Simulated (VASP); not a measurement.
# Hf (I4/mmm) in VASP: single point with PBEsol

Aim: the single point of Hf with PBEsol.

All numbers are computed with VASP 6.6.1; they aren't measurements. Logs are shortened: lines on timing, memory, paths and dates and some standing lists are left out, and cuts for length are marked.

### 1 The cell of the first run

It takes space group I4/mmm (No. 139, tetragonal). The conventional cell has a = 3.053 Å, b = 3.053 Å, c = 6.068 Å, α = 90.00°, β = 90.00°, γ = 90.00°. Hf (site symmetry 4/mmm) has 12 Hf at 3.05 to 3.72 Å within 4.0 Å.

### 2 Single point, PBEsol

File INCAR:

```
PREC     = Accurate       # precision mode
ENCUT    = 520            # plane-wave cutoff, eV
EDIFF    = 1E-6           # SCF threshold, eV
ISMEAR   = 1              # smearing method
SIGMA    = 0.1            # smearing width, eV
LREAL    = False          # projectors in reciprocal space
LASPH    = True           # aspherical terms in the spheres
NELM     = 100            # most SCF steps
ALGO     = Normal         # electronic algorithm
ISIF     = 2              # what is computed and relaxed
LWAVE    = False          # write WAVECAR
LCHARG   = True           # write CHGCAR
GGA      = PS             # functional
LELF     = True           # ELF
LVHAR    = True         
NBANDS   = 11             # bands
```

File KPOINTS:

```
regular mesh
0
Gamma
  11 11 11
```

File POSCAR:

```
Hf
1.0
   -1.5265120000      1.5265120000      3.0340320000
    1.5265120000     -1.5265120000      3.0340320000
    1.5265120000      1.5265120000     -3.0340320000
Hf
1
Direct
    0.0000000000      0.0000000000      0.0000000000
```

Potentials or basis: VASP PAW PBE potentials, release 64 (Hf_pv).

Launch:

```
$ cat potpaw_PBE.64/Hf_pv/POTCAR > POTCAR
$ mpirun -np 1 vasp_std > vasp.out
```

OUTCAR:

```text
PREC = Accurate
   ENCUT = 520
   EDIFF = 1E-6
   ISMEAR = 1
   LREAL = False
   LASPH = True
   NELM = 100
   ISIF = 2
   GGA = PS

 ion  position               nearest neighbor table
   1  0.000  0.000  0.000-

  LATTYP: Found a body centered tetragonal cell.
 ALAT       =     3.0530240000
 C/A-ratio  =     1.9875585649

  Lattice vectors:

 A1 = (  -1.5265120000,   1.5265120000,   3.0340320000)
 A2 = (   1.5265120000,  -1.5265120000,   3.0340320000)
 A3 = (   1.5265120000,   1.5265120000,  -3.0340320000)

Analysis of symmetry for initial positions (statically):
=====================================================================
 Subroutine PRICEL returns:
 Original cell was already a primitive cell.

 Routine SETGRP: Setting up the symmetry group for a
 body centered tetragonal supercell.

 Subroutine GETGRP returns: Found 16 space group operations
 (whereof 16 operations were pure point group operations)
 out of a pool of 16 trial point group operations.

The static configuration has the point symmetry D_4h.

Analysis of symmetry for dynamics (positions and initial velocities):
=====================================================================
 Subroutine PRICEL returns:
 Original cell was already a primitive cell.

 Routine SETGRP: Setting up the symmetry group for a
 body centered tetragonal supercell.

 Subroutine GETGRP returns: Found 16 space group operations
 (whereof 16 operations were pure point group operations)
 out of a pool of 16 trial point group operations.

The dynamic configuration has the point symmetry D_4h.

 Subroutine INISYM returns: Found 16 space group operations
 (whereof 16 operations are pure point group operations),
 and found     1 'primitive' translations

----------------------------------------------------------------------------------------

                                     Primitive cell

  volume of cell :      28.2801

  direct lattice vectors                    reciprocal lattice vectors
    -1.526512000  1.526512000  3.034032000     0.000000000  0.327544101  0.164797207
     1.526512000 -1.526512000  3.034032000     0.327544101  0.000000000  0.164797207
     1.526512000  1.526512000 -3.034032000     0.327544101  0.327544101  0.000000000

  length of vectors
     3.723684727  3.723684727  3.723684727     0.366665048  0.366665048  0.463217309

  position of ions in fractional coordinates (direct lattice)
     0.000000000  0.000000000  0.000000000

  ion indices of the primitive-cell ions
   primitive index   ion index
                 1           1

----------------------------------------------------------------------------------------

 KPOINTS: regular mesh

Automatic generation of k-mesh.
 Grid dimensions read from file:
 generate k-points for:   11   11   11

 Generating k-lattice:

  Cartesian coordinates                     Fractional coordinates (reciprocal lattice)
     0.000000000  0.029776736  0.014981564     0.090909091  0.000000000  0.000000000
     0.029776736  0.000000000  0.014981564     0.000000000  0.090909091  0.000000000
     0.029776736  0.029776736  0.000000000     0.000000000  0.000000000  0.090909091

  Length of vectors
     0.033333186  0.033333186  0.042110664

  Shift w.r.t. Gamma in fractional coordinates (k-lattice)
     0.000000000  0.000000000  0.000000000

 Subroutine IBZKPT returns following result:
 ===========================================

 Found    126 irreducible k-points:

 Following reciprocal coordinates:
            Coordinates               Weight
  0.000000  0.000000  0.000000      1.000000
  0.090909  0.000000  0.000000      8.000000
  0.181818  0.000000 -0.000000      8.000000
  0.272727  0.000000 -0.000000      8.000000
  0.363636  0.000000 -0.000000      8.000000
  0.454545  0.000000 -0.000000      8.000000
[... 16 lines left out ...]
 -0.272727  0.181818  0.000000     16.000000
 -0.181818  0.181818  0.000000      4.000000
 [... further k-points ...]
   k-points           NKPTS =    126   k-points in BZ     NKDIM =    126   number of bands    NBANDS=     11
   number of dos      NEDOS =    301   number of ions     NIONS =      1
   total plane-waves  NPLWV =  21952
   dimension x,y,z NGX =    28 NGY =   28 NGZ =   28
   dimension x,y,z NGXF=    56 NGYF=   56 NGZF=   56
   ions per type =               1
   NGX,Y,Z   is equivalent  to a cutoff of  12.50, 12.50, 12.50 a.u.
   NGXF,Y,Z  is equivalent  to a cutoff of  25.00, 25.00, 25.00 a.u.
 SYSTEM =  unknown system
   PREC   = accura    normal or accurate (medium, high low for compatibility)
   ISTART =      0    job   : 0-new  1-cont  2-samecut
   ICHARG =      2    charge: 1-file 2-atom 10-const
   ISPIN  =      1    spin polarized calculation?
   LNONCOLLINEAR =      F non collinear calculations
   LSORBIT =      F    spin-orbit coupling
   LASPH  =      T    aspherical Exc in radial PAW
   ENCUT  =  520.0 eV  38.22 Ry    6.18 a.u.   6.92  6.92  6.92*2*pi/ulx,y,z
   NELM   =    100;   NELMIN=  2; NELMDL= -5     # of ELM steps
   EDIFF  = 0.1E-05   stopping-criterion for ELM
   LREAL  =      F    real-space projection
   EDIFFG = 0.1E-04   stopping-criterion for IOM
   NSW    =      0    number of steps for IOM
   IBRION =     -1    ionic relax: 0-MD 1-quasi-New 2-CG
   NFREE  =      0    steps in history (QN), initial steepest desc. (CG)
   ISIF   =      2    stress and relaxation
   ISYM   =      2    0-nonsym 1-usesym 2-fastsym
   POTIM  = 0.5000    time-step for ionic-motion
   TEBEG  =    0.0;   TEEND  =   0.0 temperature during run
   PSTRESS=    0.0 pullay stress
   NELECT =      10.0000    total number of electrons
   NUPDOWN=      -1.0000    fix difference up-down
   EMIN   =  10.00;   EMAX   =-10.00  energy-range for DOS
   EFERMI =   0.00;   METHOD = LEGACY
   ISMEAR =     1;   SIGMA  =   0.10  broadening in eV -4-tet -1-fermi 0-gaus
   EFERMI_NEDOS =   21; number of points for ismear=-14 and -15
   IALGO  =     38    algorithm
   IMIX   =      4    mixing-type and parameters
     AMIX     =   0.40;   BMIX     =  1.00
     AMIX_MAG =   1.60;   BMIX_MAG =  1.00
  volume/ion in A,a.u.               =      28.28       190.84
  Fermi-wavevector in a.u.,A,eV,Ry     =   1.157661  2.187662 18.234234  1.340178
  Thomas-Fermi vector in A             =   2.294270
   LORBIT       =      0    0 simple, 1 ext, 2 COOP (PROOUT), +10 PAW based schemes
   GGA     = PS    functional components
   LHFCALC =     F    Hartree Fock is set to
   AEXX    =    0.0000 exact exchange contribution
   IVDW    =     0    specifies the selected vdW correction
   LEPSILON=     F    determine dielectric tensor
   LRPA    =     F    only Hartree local field effects (RPA)
 non-spin polarized calculation
 Methfessel and Paxton  Order N= 1 SIGMA  =   0.10
  energy-cutoff  :      520.00
  volume of cell :       28.28
 maximum number of plane-waves:       782
   NGX = 13   NGY = 13   NGZ = 13

 number of electron      10.0000000 magnetization

 Free energy of the ion-electron system (eV)
  ---------------------------------------------------
  ext. energy  EPLUGINS =         0.00000000
  ---------------------------------------------------
  free energy    TOTEN  =        -9.67350511 eV

  energy without entropy =       -9.67243348  energy(sigma->0) =       -9.67314790

 E-fermi :   2.9352     XC(G=0): -10.3280

 val. band max:        2.9334080539   @ k =  -0.1818  -0.2727   0.1818
 cond. band min:       2.9377920870   @ k =  -0.3636   0.4545   0.1818
 fundamental gap:      0.0043840331
 Fermi energy:         2.9352378522

 k-point     1 :       0.0000    0.0000    0.0000
  band No.  band energies     occupation
      1     -27.7532      2.00000
      2     -27.5478      2.00000
      3     -27.5478      2.00000
      4      -3.2575      2.00000
      5       2.5093      2.00000
      6       3.6506     -0.00000
      7       5.9438      0.00000
      8       5.9438      0.00000
      9       8.3638      0.00000
     10      13.4041      0.00000
     11      14.9115      0.00000

 k-point     2 :       0.0909    0.0000    0.0000
  band No.  band energies     occupation
      1     -27.7558      2.00000
      2     -27.5969      2.00000
      3     -27.5449      2.00000
      4      -3.0211      2.00000
      5       2.6321      2.00016
      6       3.7264     -0.00000
      7       5.5749      0.00000
      8       6.0373      0.00000
      9       8.0969      0.00000
     10      13.7643      0.00000
     11      15.4078      0.00000

 k-point     3 :       0.1818    0.0000   -0.0000
  band No.  band energies     occupation
      1     -27.7688      2.00000
      2     -27.7206      2.00000
      3     -27.5373      2.00000
      4      -2.3547      2.00000
      5       2.8884      1.70471
      6       3.7922     -0.00000
      7       5.1029      0.00000
      8       6.2762      0.00000
      9       7.4983      0.00000
     10      14.1660      0.00000
     11      15.2871      0.00000

 k-point     4 :       0.2727    0.0000   -0.0000
  band No.  band energies     occupation
      1     -27.9007      2.00000
      2     -27.7634      2.00000
      3     -27.5272      2.00000
      4      -1.3925      2.00000
      5       3.0626     -0.07023
      6       3.3601     -0.00000
      7       5.6630      0.00000
      8       6.3674      0.00000
      9       7.1106      0.00000
     10      13.1659      0.00000
     11      13.7846      0.00000
[... 239 lines left out ...]
 k-point    22 :      -0.3636    0.1818    0.0000
  band No.  band energies     occupation
      1     -28.0230      2.00000
      2     -27.7485      2.00000
      3     -27.6841      2.00000
      4       0.0013      2.00000
      5       2.9054      1.48038
      6       3.9679     -0.00000
      7       4.8819     -0.00000
      8       6.4421      0.00000
      9       6.7808      0.00000
     10      12.9314      0.00000
     11      14.5345      0.00000

 k-point    23 :      -0.2727    0.1818    0.0000
  band No.  band energies     occupation
      1     -27.8759      2.00000
      2     -27.7433      2.00000
      3     -27.6947      2.00000
      4      -0.9843      2.00000
      5       3.6149     -0.00000
      6       4.0898     -0.00000
      7       5.1098      0.00000
      8       5.5869      0.00000
      9       5.9104      0.00000
     10      14.8558      0.00000
     11      15.4101      0.00000

 k-point    24 :      -0.1818    0.1818    0.0000
  band No.  band energies     occupation
      1     -27.7441      2.00000
      2     -27.7247      2.00000
      3     -27.6960      2.00000
      4      -1.8005      2.00000
      5       3.6995     -0.00000
      6       4.3950     -0.00000
      7       4.5789     -0.00000
      8       5.3992      0.00000
      9       6.3497      0.00000
     10      15.4068      0.00000
     11      16.0858      0.00000

 [... further k-points ...]
[... 5 lines left out ...]
  --------------------------------------------------------------------------------------
  -------------------------------------------------------------------------------------
  Total       -2.5236608     -2.5236608     -4.5279990      0.0000000     -0.0000000      0.0000000
  in kB     -142.9752843   -142.9752843   -256.5289088      0.0000000     -0.0000000      0.0000000
  external PRESSURE =    -180.8264924 kB  Pullay stress =       0.0000000 kB

 VOLUME and BASIS-vectors are now :
 -----------------------------------------------------------------------------
  energy-cutoff  :      520.00
  volume of cell :       28.28
      direct lattice vectors                 reciprocal lattice vectors
    -1.526512000  1.526512000  3.034032000     0.000000000  0.327544101  0.164797207
     1.526512000 -1.526512000  3.034032000     0.327544101  0.000000000  0.164797207
     1.526512000  1.526512000 -3.034032000     0.327544101  0.327544101  0.000000000

 POSITION                                       TOTAL-FORCE (eV/Angst)
 -----------------------------------------------------------------------------------
      0.00000      0.00000      0.00000         0.000000      0.000000      0.000000
 -----------------------------------------------------------------------------------
    total drift:                                0.000000      0.000000      0.000000

  FREE ENERGIE OF THE ION-ELECTRON SYSTEM (eV)
  ---------------------------------------------------
  free  energy   TOTEN  =        -9.6735051070 eV

  energy  without entropy=       -9.6724334834  energy(sigma->0) =       -9.67314790
```

Wall time 70 s (1 thread of AMD EPYC 7R13, shared host); peak memory 0.15 GiB.

Results:

| Item | Value |
| --- | --- |
| Free energy | -9.6735 eV |
| Pressure | -18.1 GPa |
| Band gap on the k mesh | zero (band 5 reaches 3.70 eV, above the bottom of band 6 at 2.27 eV) |

Caveat: the PAW data sets were made with another functional, which shifts forces and pressure a little; spin-orbit coupling is left out, which moves the levels of the heavy elements.
